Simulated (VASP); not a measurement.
# Ge (Fd-3m) in VASP: further runs

Ge is run at these levels: LDA; tasks: single point.

Program: VASP 6.6.1. These are calculated values, not measurements. Logs are shortened: lines on timing, memory, paths and dates and some standing lists are left out, and cuts for length are marked.

**1. The cell of the first run**

The structure is cubic, space group Fd-3m (No. 227). The conventional cell has a = 5.581 Å, b = 5.581 Å, c = 5.581 Å, α = 90.00°, β = 90.00°, γ = 90.00°. Ge (site symmetry -43m) has 4 Ge at 2.42 Å within 3.2 Å.

**2. Single point, LDA (volume scaled by 0.96)**

INCAR reads:

```
SYSTEM = Ge
PREC = Accurate ; ENCUT = 520
EDIFF = 1E-6 ; ISMEAR = -1
SIGMA = 0.05 ; LREAL = .FALSE.
LASPH = .TRUE. ; NELM = 100
ALGO = Normal ; ISIF = 2
LWAVE = .FALSE. ; LCHARG = .TRUE.
GGA = CA ; LELF = .TRUE.
LVHAR = .TRUE. ; NBANDS = 21
```

KPOINTS reads:

```
regular mesh
0
G
  10 10 10
  0 0 0
```

POSCAR reads:

```
Ge
1.0
    0.0000000000      2.7905386918      2.7905386918
    2.7905386918      0.0000000000      2.7905386918
    2.7905386918      2.7905386918      0.0000000000
Ge
2
Direct
    0.5000000000      0.5000000000      0.5000000000
    0.7500000000      0.7500000000      0.7500000000
```

Potentials or basis: VASP PAW LDA potentials, release 64 (Ge_d).

On the command line:

```bash
> cat potpaw_LDA.64/Ge_d/POTCAR > POTCAR
> mpirun -np 1 vasp_std > vasp.out
```

OUTCAR:

```text
SYSTEM = Ge
   PREC = Accurate
   ENCUT = 520
   EDIFF = 1E-6
   ISMEAR = -1
   LREAL = .FALSE.
   LASPH = .TRUE.
   NELM = 100
   ISIF = 2
   GGA = CA

 ion  position               nearest neighbor table
   1  0.500  0.500  0.500-   2 2.42   2 2.42   2 2.42   2 2.42
   2  0.750  0.750  0.750-   1 2.42   1 2.42   1 2.42   1 2.42

  LATTYP: Found a face centered cubic cell.
 ALAT       =     5.5810773836

  Lattice vectors:

 A1 = (   0.0000000000,   2.7905386918,   2.7905386918)
 A2 = (   2.7905386918,   0.0000000000,   2.7905386918)
 A3 = (   2.7905386918,   2.7905386918,   0.0000000000)

Analysis of symmetry for initial positions (statically):
=====================================================================
 Subroutine PRICEL returns:
 Original cell was already a primitive cell.

 Routine SETGRP: Setting up the symmetry group for a
 face centered cubic supercell.

 Subroutine GETGRP returns: Found 48 space group operations
 (whereof 24 operations were pure point group operations)
 out of a pool of 48 trial point group operations.

The static configuration has the point symmetry T_d .
 The point group associated with its full space group is O_h .

Analysis of symmetry for dynamics (positions and initial velocities):
=====================================================================
 Subroutine PRICEL returns:
 Original cell was already a primitive cell.

 Routine SETGRP: Setting up the symmetry group for a
 face centered cubic supercell.

 Subroutine GETGRP returns: Found 48 space group operations
 (whereof 24 operations were pure point group operations)
 out of a pool of 48 trial point group operations.

The dynamic configuration has the point symmetry T_d .
 The point group associated with its full space group is O_h .

 Subroutine INISYM returns: Found 48 space group operations
 (whereof 24 operations are pure point group operations),
 and found     1 'primitive' translations

----------------------------------------------------------------------------------------

                                     Primitive cell

  volume of cell :      43.4604

  direct lattice vectors                    reciprocal lattice vectors
     0.000000000  2.790538692  2.790538692    -0.179176874  0.179176874  0.179176874
     2.790538692  0.000000000  2.790538692     0.179176874 -0.179176874  0.179176874
     2.790538692  2.790538692  0.000000000     0.179176874  0.179176874 -0.179176874

  length of vectors
     3.946417664  3.946417664  3.946417664     0.310343450  0.310343450  0.310343450

  position of ions in fractional coordinates (direct lattice)
     0.500000000  0.500000000  0.500000000
     0.750000000  0.750000000  0.750000000

  ion indices of the primitive-cell ions
   primitive index   ion index
                 1           1
                 2           2

----------------------------------------------------------------------------------------

 KPOINTS: regular mesh

Automatic generation of k-mesh.
 Grid dimensions read from file:
 generate k-points for:   10   10   10

 Generating k-lattice:

  Cartesian coordinates                     Fractional coordinates (reciprocal lattice)
    -0.017917687  0.017917687  0.017917687     0.100000000  0.000000000  0.000000000
     0.017917687 -0.017917687  0.017917687     0.000000000  0.100000000  0.000000000
     0.017917687  0.017917687 -0.017917687     0.000000000  0.000000000  0.100000000

  Length of vectors
     0.031034345  0.031034345  0.031034345

  Shift w.r.t. Gamma in fractional coordinates (k-lattice)
     0.000000000  0.000000000  0.000000000

 Subroutine IBZKPT returns following result:
 ===========================================

 Found     47 irreducible k-points:

 Following reciprocal coordinates:
            Coordinates               Weight
  0.000000  0.000000  0.000000      1.000000
  0.100000  0.000000  0.000000      8.000000
  0.200000  0.000000  0.000000      8.000000
  0.300000  0.000000  0.000000      8.000000
  0.400000  0.000000  0.000000      8.000000
  0.500000  0.000000  0.000000      4.000000
[... 16 lines left out ...]
  0.300000  0.300000  0.000000      6.000000
  0.400000  0.300000  0.000000     24.000000
 [... further k-points ...]
   k-points           NKPTS =     47   k-points in BZ     NKDIM =     47   number of bands    NBANDS=     21
   number of dos      NEDOS =    301   number of ions     NIONS =      2
   total plane-waves  NPLWV =  27000
   dimension x,y,z NGX =    30 NGY =   30 NGZ =   30
   dimension x,y,z NGXF=    60 NGYF=   60 NGZF=   60
   ions per type =               2
   NGX,Y,Z   is equivalent  to a cutoff of  12.64, 12.64, 12.64 a.u.
   NGXF,Y,Z  is equivalent  to a cutoff of  25.28, 25.28, 25.28 a.u.
 SYSTEM =  Ge
   PREC   = accura    normal or accurate (medium, high low for compatibility)
   ISTART =      0    job   : 0-new  1-cont  2-samecut
   ICHARG =      2    charge: 1-file 2-atom 10-const
   ISPIN  =      1    spin polarized calculation?
   LNONCOLLINEAR =      F non collinear calculations
   LSORBIT =      F    spin-orbit coupling
   LASPH  =      T    aspherical Exc in radial PAW
   ENCUT  =  520.0 eV  38.22 Ry    6.18 a.u.   7.34  7.34  7.34*2*pi/ulx,y,z
   NELM   =    100;   NELMIN=  2; NELMDL= -5     # of ELM steps
   EDIFF  = 0.1E-05   stopping-criterion for ELM
   LREAL  =      F    real-space projection
   EDIFFG = 0.1E-04   stopping-criterion for IOM
   NSW    =      0    number of steps for IOM
   IBRION =     -1    ionic relax: 0-MD 1-quasi-New 2-CG
   NFREE  =      0    steps in history (QN), initial steepest desc. (CG)
   ISIF   =      2    stress and relaxation
   ISYM   =      2    0-nonsym 1-usesym 2-fastsym
   POTIM  = 0.5000    time-step for ionic-motion
   TEBEG  =    0.0;   TEEND  =   0.0 temperature during run
   PSTRESS=    0.0 pullay stress
   NELECT =      28.0000    total number of electrons
   NUPDOWN=      -1.0000    fix difference up-down
   EMIN   =  10.00;   EMAX   =-10.00  energy-range for DOS
   EFERMI =   0.00;   METHOD = LEGACY
   ISMEAR =    -1;   SIGMA  =   0.05  broadening in eV -4-tet -1-fermi 0-gaus
   EFERMI_NEDOS =   21; number of points for ismear=-14 and -15
   IALGO  =     38    algorithm
   IMIX   =      4    mixing-type and parameters
     AMIX     =   0.40;   BMIX     =  1.00
     AMIX_MAG =   1.60;   BMIX_MAG =  1.00
  volume/ion in A,a.u.               =      21.73       146.64
  Fermi-wavevector in a.u.,A,eV,Ry     =   1.413935  2.671950 27.200935  1.999212
  Thomas-Fermi vector in A             =   2.535529
   LORBIT       =      0    0 simple, 1 ext, 2 COOP (PROOUT), +10 PAW based schemes
   GGA     = CA    functional components
   LHFCALC =     F    Hartree Fock is set to
   AEXX    =    0.0000 exact exchange contribution
   IVDW    =     0    specifies the selected vdW correction
   LEPSILON=     F    determine dielectric tensor
   LRPA    =     F    only Hartree local field effects (RPA)
 non-spin polarized calculation
  energy-cutoff  :      520.00
  volume of cell :       43.46
 maximum number of plane-waves:      1211
 NGX is ok and might be reduce to    30
   NGX = 15   NGY = 15   NGZ = 15

 number of electron      28.0000021 magnetization

 Free energy of the ion-electron system (eV)
  ---------------------------------------------------
  ext. energy  EPLUGINS =         0.00000000
  ---------------------------------------------------
  free energy    TOTEN  =       -10.38298804 eV

  energy without entropy =      -10.38260261  energy(sigma->0) =      -10.38279533

 E-fermi :   5.2110     XC(G=0): -10.4828

 val. band max:        5.1319966232   @ k =   0.0000   0.0000   0.0000
 cond. band min:       5.3264735692   @ k =   0.5000   0.0000   0.0000
 fundamental gap:      0.1944769459
 Fermi energy:         5.2109572810

 k-point     1 :       0.0000    0.0000    0.0000
  band No.  band energies     occupation
      1     -19.8706      2.00000
      2     -19.8706      2.00000
      3     -19.8706      2.00000
      4     -19.8305      2.00000
      5     -19.8305      2.00000
      6     -19.5967      2.00000
[... 13 lines left out ...]
     20      14.7950      0.00000
     21      14.7950      0.00000

 k-point     2 :       0.1000    0.0000    0.0000
  band No.  band energies     occupation
      1     -19.8770      2.00000
      2     -19.8770      2.00000
      3     -19.8688      2.00000
      4     -19.8216      2.00000
      5     -19.8216      2.00000
      6     -19.6058      2.00000
[... 13 lines left out ...]
     20      13.9962      0.00000
     21      13.9962      0.00000

 k-point     3 :       0.2000    0.0000    0.0000
  band No.  band energies     occupation
      1     -19.8869      2.00000
      2     -19.8869      2.00000
      3     -19.8640      2.00000
      4     -19.8058      2.00000
      5     -19.8058      2.00000
      6     -19.6187      2.00000
[... 13 lines left out ...]
     20      13.4627      0.00000
     21      13.4627      0.00000

 k-point     4 :       0.3000    0.0000    0.0000
  band No.  band energies     occupation
      1     -19.8936      2.00000
      2     -19.8936      2.00000
      3     -19.8581      2.00000
      4     -19.7928      2.00000
      5     -19.7928      2.00000
      6     -19.6280      2.00000
[... 13 lines left out ...]
     20      13.8610      0.00000
     21      13.8610      0.00000

 k-point     5 :       0.4000    0.0000    0.0000
  band No.  band energies     occupation
      1     -19.8968      2.00000
      2     -19.8968      2.00000
      3     -19.8532      2.00000
      4     -19.7859      2.00000
      5     -19.7859      2.00000
      6     -19.6322      2.00000
[... 13 lines left out ...]
     20      15.1471      0.00000
     21      15.1471      0.00000
[... 382 lines left out ...]
     20      14.5591      0.00000
     21      16.6306      0.00000

 k-point    22 :      -0.2000    0.2000    0.0000
  band No.  band energies     occupation
      1     -19.9036      2.00000
      2     -19.9028      2.00000
      3     -19.8406      2.00000
      4     -19.7944      2.00000
      5     -19.7681      2.00000
      6     -19.6560      2.00000
[... 13 lines left out ...]
     20      15.0489      0.00000
     21      15.7212      0.00000

 k-point    23 :       0.3000    0.3000    0.0000
  band No.  band energies     occupation
      1     -19.8962      2.00000
      2     -19.8962      2.00000
      3     -19.8721      2.00000
      4     -19.7767      2.00000
      5     -19.7302      2.00000
      6     -19.7189      2.00000
[... 13 lines left out ...]
     20      16.3626      0.00000
     21      16.4273      0.00000

 k-point    24 :       0.4000    0.3000    0.0000
  band No.  band energies     occupation
      1     -19.9078      2.00000
      2     -19.9013      2.00000
      3     -19.8536      2.00000
      4     -19.7598      2.00000
      5     -19.7385      2.00000
      6     -19.7111      2.00000
[... 13 lines left out ...]
     20      16.9149      0.00000
     21      17.1238      0.00000

 [... further k-points ...]

------------------------ aborting loop because EDIFF is reached ----------------------------------------

  FORCE on cell =-STRESS in cart. coord.  units (eV):
  Direction    XX          YY          ZZ          XY          YZ          ZX
  --------------------------------------------------------------------------------------
  -------------------------------------------------------------------------------------
  Total        0.5173469      0.5173469      0.5173469     -0.0000000     -0.0000000      0.0000000
  in kB       19.0720907     19.0720907     19.0720907     -0.0000000     -0.0000000      0.0000000
  external PRESSURE =      19.0720907 kB  Pullay stress =       0.0000000 kB

 VOLUME and BASIS-vectors are now :
 -----------------------------------------------------------------------------
  energy-cutoff  :      520.00
  volume of cell :       43.46
      direct lattice vectors                 reciprocal lattice vectors
     0.000000000  2.790538692  2.790538692    -0.179176874  0.179176874  0.179176874
     2.790538692  0.000000000  2.790538692     0.179176874 -0.179176874  0.179176874
     2.790538692  2.790538692  0.000000000     0.179176874  0.179176874 -0.179176874

 POSITION                                       TOTAL-FORCE (eV/Angst)
 -----------------------------------------------------------------------------------
      2.79054      2.79054      2.79054        -0.000000     -0.000000     -0.000000
      4.18581      4.18581      4.18581         0.000000      0.000000      0.000000
 -----------------------------------------------------------------------------------
    total drift:                                0.000000     -0.000000     -0.000000

  FREE ENERGIE OF THE ION-ELECTRON SYSTEM (eV)
  ---------------------------------------------------
  free  energy   TOTEN  =       -10.3829880415 eV

  energy  without entropy=      -10.3826026088  energy(sigma->0) =      -10.38279533
```

It took 34 s on 1 thread of Intel Xeon 6975P-C, shared host; peak memory 0.16 GiB.

What came out:

- Free energy: -10.3830 eV
- Pressure: 1.9 GPa
- Band gap on the k mesh: 0.19 eV, indirect (least direct gap 0.23 eV)

Levels at points of the mesh, in eV from the valence-band top:
```csv
k point,band 10,band 11,band 12,band 13,band 14,band 15,band 16,band 17,band 18,band 19
"(0.00, 0.00, 0.00)",-24.71,-13.12,0.00,0.00,0.00,0.23,2.54,2.54,2.54,6.31
"(0.50, 0.00, 0.00)",-24.68,-10.93,-7.83,-1.47,-1.47,0.19,3.74,3.74,6.99,10.66
"(0.50, 0.50, 0.00)",-24.67,-9.08,-9.08,-3.22,-3.22,0.61,0.61,9.75,9.75,11.85
```

 A k mesh can miss the band edges.

**3. Single point, LDA (volume scaled by 0.98)**

INCAR reads:

```
  PREC = Accurate
  ENCUT = 520
  EDIFF = 1E-6
  ISMEAR = -1
  SIGMA = 0.05
  LREAL = False
  LASPH = True
  NELM = 100
  ALGO = Normal
  ISIF = 2
  LWAVE = False
  LCHARG = False
  NBANDS = 21
```

KPOINTS reads:

```
Automatic mesh
0
Gamma
  10 10 10
```

POSCAR reads:

```
Ge
1.0
    0.0000000000      2.8097843944      2.8097843944
    2.8097843944      0.0000000000      2.8097843944
    2.8097843944      2.8097843944      0.0000000000
Ge
2
Direct
    0.5000000000      0.5000000000      0.5000000000
    0.7500000000      0.7500000000      0.7500000000
```

Potentials or basis: VASP PAW LDA potentials, release 64 (Ge_d).

On the command line:

```bash
> cat potpaw_LDA.64/Ge_d/POTCAR > POTCAR
> mpirun -np 1 vasp_std > vasp.out
```

Wall time 34 s (1 thread of Intel Xeon 6975P-C, shared host); peak memory 0.16 GiB.

It converged, with:

```
Free energy            : -10.3888 eV
Pressure               : 0.3 GPa
Band gap on the k mesh : 0.04 eV, direct
```

Levels at points of the mesh, in eV from the valence-band top:
```
           k point  band 11  band 12  band 13  band 14  band 15  band 16  band 17  band 18
(0.00, 0.00, 0.00)   -12.96     0.00     0.00     0.00     0.04     2.54     2.54     2.54
(0.50, 0.00, 0.00)   -10.82    -7.73    -1.44    -1.44     0.13     3.73     3.73     6.98
(0.50, 0.50, 0.00)    -9.00    -9.00    -3.15    -3.15     0.64     0.64     9.58     9.58
```

 A k mesh can miss the band edges.

**4. Single point, LDA (volume scaled by 0.99)**

INCAR reads:

```
SYSTEM = Ge
PREC = Accurate
ENCUT = 520
EDIFF = 1E-7
ISMEAR = -1
SIGMA = 0.05
LREAL = .False.
LASPH = .True.
NELM = 60
ALGO = Normal
ISIF = 2
LWAVE = .False.
LCHARG = .False.
NBANDS = 21
```

KPOINTS reads:

```
Automatic mesh
0
Gamma
  10 10 10
  0 0 0
```

POSCAR reads:

```
Ge
1.0
    0.0000000000      2.8193091601      2.8193091601
    2.8193091601      0.0000000000      2.8193091601
    2.8193091601      2.8193091601      0.0000000000
Ge
2
Direct
    0.5000000000      0.5000000000      0.5000000000
    0.7500000000      0.7500000000      0.7500000000
```

On the command line:

```bash
> cat potpaw_LDA.64/Ge_d/POTCAR > POTCAR
> mpirun -np 1 vasp_std > vasp.out
```

Run time: 31 s. Hardware: 1 thread of Intel Xeon 6975P-C, shared host; peak memory 0.16 GiB.

Results (log left out):

- Free energy: -10.3885 eV
- Pressure: -0.4 GPa
- Band gap on the k mesh: zero (filled and empty bands touch)

Levels at points of the mesh, in eV from the Fermi level:
```tsv
k point	band 10	band 11	band 12	band 13	band 14	band 15	band 16	band 17	band 18	band 19
(0.00, 0.00, 0.00)	-24.69	-12.89	-0.06	-0.01	-0.01	-0.01	2.52	2.52	2.52	6.22
(0.50, 0.00, 0.00)	-24.67	-10.78	-7.69	-1.43	-1.43	0.09	3.72	3.72	6.97	10.45
(0.50, 0.50, 0.00)	-24.65	-8.97	-8.97	-3.12	-3.12	0.65	0.65	9.49	9.49	11.53
```

(Continued in part 2 of 2.)
